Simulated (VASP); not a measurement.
# Mo (Cmmm) in VASP: single point with PBEsol+D3(BJ)

Aim: the single point of Mo with PBEsol+D3(BJ).

All numbers are computed with VASP 6.6.1; they aren't measurements. Logs are shortened: lines on timing, memory, paths and dates and some standing lists are left out, and cuts for length are marked.

### Step 1. The cell of the first run

It takes space group Cmmm (No. 65, orthorhombic). The conventional cell has a = 3.326 Å, b = 4.726 Å, c = 8.842 Å, α = 90.00°, β = 90.00°, γ = 90.00°. Mo (site symmetry mm2) has 10 Mo at 2.68 to 3.33 Å within 3.5 Å. Within 3.5 Å of Mo (site symmetry mmm) lie 14 Mo at 2.68 to 3.33 Å.

### Step 2. Single point, PBEsol+D3(BJ)

File INCAR:

```
SYSTEM = Mo
ALGO     = Normal         ! electronic algorithm
EDIFF    = 1E-6           ! SCF threshold, eV
ENCUT    = 500            ! plane-wave cutoff, eV
GGA      = PS             ! functional
GGA_COMPAT= .FALSE.      
ISIF     = 2              ! what is computed and relaxed
ISMEAR   = -1             ! smearing method
IVDW     = 12             ! dispersion correction
LASPH    = .TRUE.         ! aspherical terms in the spheres
LCHARG   = .TRUE.         ! write CHGCAR
LELF     = .TRUE.         ! ELF
LREAL    = .FALSE.        ! projectors in reciprocal space
LVHAR    = .TRUE.       
LWAVE    = .FALSE.        ! write WAVECAR
NBANDS   = 28             ! bands
NELM     = 120            ! most SCF steps
PREC     = Accurate       ! precision mode
SIGMA    = 0.1            ! smearing width, eV
```

File KPOINTS:

```
k-points
0
G
  8 8 3
  0 0 0
```

File POSCAR:

```
Mo
1.0
    1.6628670000     -2.3630390000      0.0000000000
    1.6628670000      2.3630390000      0.0000000000
    0.0000000000      0.0000000000      8.8424850000
Mo
3
Direct
    0.5000000000      0.5000000000      0.7372670000
    0.0000000000      0.0000000000      0.5000000000
    0.5000000000      0.5000000000      0.2627330000
```

Potentials or basis: VASP PAW PBE potentials, release 64 (Mo_sv).

The run is started by

```console
$ cat potpaw_PBE.64/Mo_sv/POTCAR > POTCAR
$ mpirun -np 1 vasp_std > vasp.out
```

OUTCAR:

```text
SYSTEM = Mo
   EDIFF = 1E-6
   ENCUT = 500
   GGA = PS
   ISIF = 2
   ISMEAR = -1
   IVDW = 12
   LASPH = .TRUE.
   LREAL = .FALSE.
   NELM = 120
   PREC = Accurate
 IVDW          = 12

 ion  position               nearest neighbor table
   1  0.500  0.500  0.737-   2 2.68   2 2.68   2 3.16   2 3.16
   2  0.000  0.000  0.500-   1 2.68   3 2.68   1 2.68   3 2.68   1 3.16   3 3.16   1 3.16   3 3.16

   3  0.500  0.500  0.263-   2 2.68   2 2.68   2 3.16   2 3.16

  LATTYP: Found a base centered orthorhombic cell.
 ALAT       =     3.3257340000
 B/A-ratio  =     1.4210631397
 C/A-ratio  =     2.6588070483

  Lattice vectors:

 A1 = (   1.6628670000,  -2.3630390000,   0.0000000000)
 A2 = (   1.6628670000,   2.3630390000,   0.0000000000)
 A3 = (   0.0000000000,   0.0000000000,   8.8424850000)

Analysis of symmetry for initial positions (statically):
=====================================================================
 Subroutine PRICEL returns:
 Original cell was already a primitive cell.

 Routine SETGRP: Setting up the symmetry group for a
 base centered orthorhombic supercell.

 Subroutine GETGRP returns: Found  8 space group operations
 (whereof  8 operations were pure point group operations)
 out of a pool of  8 trial point group operations.

The static configuration has the point symmetry D_2h.

Analysis of symmetry for dynamics (positions and initial velocities):
=====================================================================
 Subroutine PRICEL returns:
 Original cell was already a primitive cell.

 Routine SETGRP: Setting up the symmetry group for a
 base centered orthorhombic supercell.

 Subroutine GETGRP returns: Found  8 space group operations
 (whereof  8 operations were pure point group operations)
 out of a pool of  8 trial point group operations.

The dynamic configuration has the point symmetry D_2h.

 Subroutine INISYM returns: Found  8 space group operations
 (whereof  8 operations are pure point group operations),
 and found     1 'primitive' translations

----------------------------------------------------------------------------------------

                                     Primitive cell

  volume of cell :      69.4917

  direct lattice vectors                    reciprocal lattice vectors
     1.662867000 -2.363039000  0.000000000     0.300685503 -0.211591937  0.000000000
     1.662867000  2.363039000  0.000000000     0.300685503  0.211591937  0.000000000
     0.000000000  0.000000000  8.842485000     0.000000000  0.000000000  0.113090381

  length of vectors
     2.889477457  2.889477457  8.842485000     0.367672299  0.367672299  0.113090381

  position of ions in fractional coordinates (direct lattice)
     0.500000000  0.500000000  0.737267000
     0.000000000  0.000000000  0.500000000
     0.500000000  0.500000000  0.262733000

  ion indices of the primitive-cell ions
   primitive index   ion index
                 1           1
                 2           2
                 3           3

----------------------------------------------------------------------------------------

 KPOINTS: k-points

Automatic generation of k-mesh.
 Grid dimensions read from file:
 generate k-points for:    8    8    3

 Generating k-lattice:

  Cartesian coordinates                     Fractional coordinates (reciprocal lattice)
     0.037585688 -0.026448992  0.000000000     0.125000000  0.000000000  0.000000000
     0.037585688  0.026448992  0.000000000     0.000000000  0.125000000  0.000000000
     0.000000000  0.000000000  0.037696794     0.000000000  0.000000000  0.333333333

  Length of vectors
     0.045959037  0.045959037  0.037696794

  Shift w.r.t. Gamma in fractional coordinates (k-lattice)
     0.000000000  0.000000000  0.000000000

 Subroutine IBZKPT returns following result:
 ===========================================

 Found     42 irreducible k-points:

 Following reciprocal coordinates:
            Coordinates               Weight
  0.000000  0.000000  0.000000      1.000000
  0.125000  0.000000  0.000000      4.000000
  0.250000  0.000000  0.000000      4.000000
  0.375000  0.000000  0.000000      4.000000
  0.500000  0.000000  0.000000      2.000000
  0.125000  0.125000  0.000000      2.000000
[... 16 lines left out ...]
  0.125000  0.000000  0.333333      8.000000
  0.250000  0.000000  0.333333      8.000000
 [... further k-points ...]
   k-points           NKPTS =     42   k-points in BZ     NKDIM =     42   number of bands    NBANDS=     28
   number of dos      NEDOS =    301   number of ions     NIONS =      3
   total plane-waves  NPLWV =  36864
   dimension x,y,z NGX =    24 NGY =   24 NGZ =   64
   dimension x,y,z NGXF=    48 NGYF=   48 NGZF=  128
   ions per type =               3
   NGX,Y,Z   is equivalent  to a cutoff of  13.81, 13.81, 12.03 a.u.
   NGXF,Y,Z  is equivalent  to a cutoff of  27.62, 27.62, 24.07 a.u.
 SYSTEM =  Mo
   PREC   = accura    normal or accurate (medium, high low for compatibility)
   ISTART =      0    job   : 0-new  1-cont  2-samecut
   ICHARG =      2    charge: 1-file 2-atom 10-const
   ISPIN  =      1    spin polarized calculation?
   LNONCOLLINEAR =      F non collinear calculations
   LSORBIT =      F    spin-orbit coupling
   LASPH  =      T    aspherical Exc in radial PAW
   ENCUT  =  500.0 eV  36.75 Ry    6.06 a.u.   5.27  5.27 16.12*2*pi/ulx,y,z
   NELM   =    120;   NELMIN=  2; NELMDL= -5     # of ELM steps
   EDIFF  = 0.1E-05   stopping-criterion for ELM
   LREAL  =      F    real-space projection
   EDIFFG = 0.1E-04   stopping-criterion for IOM
   NSW    =      0    number of steps for IOM
   IBRION =     -1    ionic relax: 0-MD 1-quasi-New 2-CG
   NFREE  =      0    steps in history (QN), initial steepest desc. (CG)
   ISIF   =      2    stress and relaxation
   ISYM   =      2    0-nonsym 1-usesym 2-fastsym
   POTIM  = 0.5000    time-step for ionic-motion
   TEBEG  =    0.0;   TEEND  =   0.0 temperature during run
   PSTRESS=    0.0 pullay stress
   NELECT =      42.0000    total number of electrons
   NUPDOWN=      -1.0000    fix difference up-down
   EMIN   =  10.00;   EMAX   =-10.00  energy-range for DOS
   EFERMI =   0.00;   METHOD = LEGACY
   ISMEAR =    -1;   SIGMA  =   0.10  broadening in eV -4-tet -1-fermi 0-gaus
   EFERMI_NEDOS =   21; number of points for ismear=-14 and -15
   IALGO  =     38    algorithm
   IMIX   =      4    mixing-type and parameters
     AMIX     =   0.40;   BMIX     =  1.00
     AMIX_MAG =   1.60;   BMIX_MAG =  1.00
  volume/ion in A,a.u.               =      23.16       156.32
  Fermi-wavevector in a.u.,A,eV,Ry     =   1.384141  2.615647 26.066674  1.915846
  Thomas-Fermi vector in A             =   2.508673
   LORBIT       =      0    0 simple, 1 ext, 2 COOP (PROOUT), +10 PAW based schemes
   GGA     = PS    functional components
   LHFCALC =     F    Hartree Fock is set to
   AEXX    =    0.0000 exact exchange contribution
   IVDW    =    12    specifies the selected vdW correction
   LEPSILON=     F    determine dielectric tensor
   LRPA    =     F    only Hartree local field effects (RPA)
 non-spin polarized calculation
  energy-cutoff  :      500.00
  volume of cell :       69.49
 maximum number of plane-waves:      1782
 NGX is ok and might be reduce to    24
   NGX = 11   NGY = 11   NGZ = 33

 number of electron      42.0000004 magnetization

 Free energy of the ion-electron system (eV)
  ---------------------------------------------------
  ext. energy  EPLUGINS =         0.00000000
  ---------------------------------------------------
  free energy    TOTEN  =       -31.91972565 eV

  energy without entropy =      -31.81013190  energy(sigma->0) =      -31.86492877

 E-fermi :   7.0557     XC(G=0): -10.9254

 val. band max:        7.0369733261   @ k =   0.5000   0.1250   0.3333
 cond. band min:       7.0666159021   @ k =   0.5000   0.3750   0.3333
 fundamental gap:      0.0296425760
 Fermi energy:         7.0556615894

 k-point     1 :       0.0000    0.0000    0.0000
  band No.  band energies     occupation
      1     -54.0942      2.00000
      2     -53.8584      2.00000
      3     -53.8056      2.00000
      4     -28.5775      2.00000
      5     -28.0426      2.00000
      6     -28.0250      2.00000
[... 20 lines left out ...]
     27       8.5937      0.00000
     28       8.8081      0.00000

 k-point     2 :       0.1250    0.0000    0.0000
  band No.  band energies     occupation
      1     -54.0782      2.00000
      2     -53.8487      2.00000
      3     -53.8023      2.00000
      4     -28.5478      2.00000
      5     -28.1960      2.00000
      6     -27.9099      2.00000
[... 20 lines left out ...]
     27       8.5690      0.00000
     28       8.8614      0.00000

 k-point     3 :       0.2500    0.0000    0.0000
  band No.  band energies     occupation
      1     -54.0378      2.00000
      2     -53.8251      2.00000
      3     -53.7958      2.00000
      4     -28.4855      2.00000
      5     -28.3938      2.00000
      6     -27.9243      2.00000
[... 20 lines left out ...]
     27       8.6244      0.00000
     28       9.0903      0.00000

 k-point     4 :       0.3750    0.0000    0.0000
  band No.  band energies     occupation
      1     -53.9942      2.00000
      2     -53.8014      2.00000
      3     -53.7921      2.00000
      4     -28.5765      2.00000
      5     -28.4726      2.00000
      6     -28.0791      2.00000
[... 578 lines left out ...]
     27       8.6038      0.00000
     28       8.7983      0.00000

 k-point    23 :       0.1250    0.0000    0.3333
  band No.  band energies     occupation
      1     -54.0782      2.00000
      2     -53.8487      2.00000
      3     -53.8023      2.00000
      4     -28.5481      2.00000
      5     -28.1957      2.00000
      6     -27.9095      2.00000
[... 20 lines left out ...]
     27       8.6831      0.00000
     28       8.8850      0.00000

 k-point    24 :       0.2500    0.0000    0.3333
  band No.  band energies     occupation
      1     -54.0378      2.00000
      2     -53.8251      2.00000
      3     -53.7957      2.00000
      4     -28.4857      2.00000
      5     -28.3936      2.00000
      6     -27.9247      2.00000
[... 20 lines left out ...]
     27       8.8383      0.00000
     28       9.1005      0.00000

 [... further k-points ...]

------------------------ aborting loop because EDIFF is reached ----------------------------------------

 Edisp (eV)   -1.42551

 E8    (eV) :    -0.9932

  FORCE on cell =-STRESS in cart. coord.  units (eV):
  Direction    XX          YY          ZZ          XY          YZ          ZX
  --------------------------------------------------------------------------------------
  -------------------------------------------------------------------------------------
  Total     -13.04051   -12.12654    -6.35013     0.00000     0.00000     0.00000
  in kB    -300.65786  -279.58548  -146.40663     0.00000     0.00000     0.00000
  external pressure =     -242.22 kB  Pullay stress =        0.00 kB

 VOLUME and BASIS-vectors are now :
 -----------------------------------------------------------------------------
  energy-cutoff  :      500.00
  volume of cell :       69.49
      direct lattice vectors                 reciprocal lattice vectors
     1.662867000 -2.363039000  0.000000000     0.300685503 -0.211591937  0.000000000
     1.662867000  2.363039000  0.000000000     0.300685503  0.211591937  0.000000000
     0.000000000  0.000000000  8.842485000     0.000000000  0.000000000  0.113090381

 POSITION                                       TOTAL-FORCE (eV/Angst)
 -----------------------------------------------------------------------------------
      1.66287      0.00000      6.51927        -0.000000      0.000000     -0.627225
      0.00000      0.00000      4.42124         0.000000      0.000000      0.000000
      1.66287      0.00000      2.32321         0.000000      0.000000      0.627225
 -----------------------------------------------------------------------------------
    total drift:                               -0.000000     -0.000000      0.000000

  FREE ENERGIE OF THE ION-ELECTRON SYSTEM (eV)
  ---------------------------------------------------
  free  energy   TOTEN  =       -33.3452340238 eV

  energy  without entropy=      -33.2356402680  energy(sigma->0) =      -33.29043715
```

Run time: 30 s. Hardware: 1 thread of Intel Xeon 6975P-C (Granite Rapids), shared host; peak memory 0.22 GiB.

What came out:

```yaml
Free_energy: -33.3452 eV
Pressure: -24.2 GPa
Largest_force: 0.627 eV/Å
Band_gap_on_the_k_mesh: zero (bands 21 and 22 overlap by 1.71 eV)
Dispersion_energy_per_atom: -0.475 eV
```

Forces on the atoms (eV/Å):
```
Mo   0.000  0.000 -0.627
Mo   0.000  0.000  0.000
Mo   0.000  0.000  0.627
```

Levels at points of the mesh, in eV from the Fermi level:
| k point | band 17 | band 18 | band 19 | band 20 | band 21 | band 22 | band 23 | band 24 | band 25 | band 26 |
| --- | --- | --- | --- | --- | --- | --- | --- | --- | --- | --- |
| (0.00, 0.00, 0.00) | -1.76 | -1.35 | -1.32 | -0.87 | -0.57 | -0.41 | 1.07 | 1.10 | 1.25 | 1.27 |
| (0.50, 0.00, 0.00) | -2.41 | -1.88 | -1.19 | -0.12 | 1.16 | 1.23 | 1.25 | 1.65 | 1.97 | 2.15 |
| (0.50, 0.50, 0.00) | -2.81 | -2.48 | -0.30 | 0.52 | 0.82 | 1.60 | 2.08 | 2.20 | 2.97 | 3.00 |

Caveat: the stress differs along the axes, from -30 to -15 GPa; the PAW data sets were made with another functional, which shifts forces and pressure a little.

The gap in the log of VASP goes by the Fermi energy; the results here count the filled bands.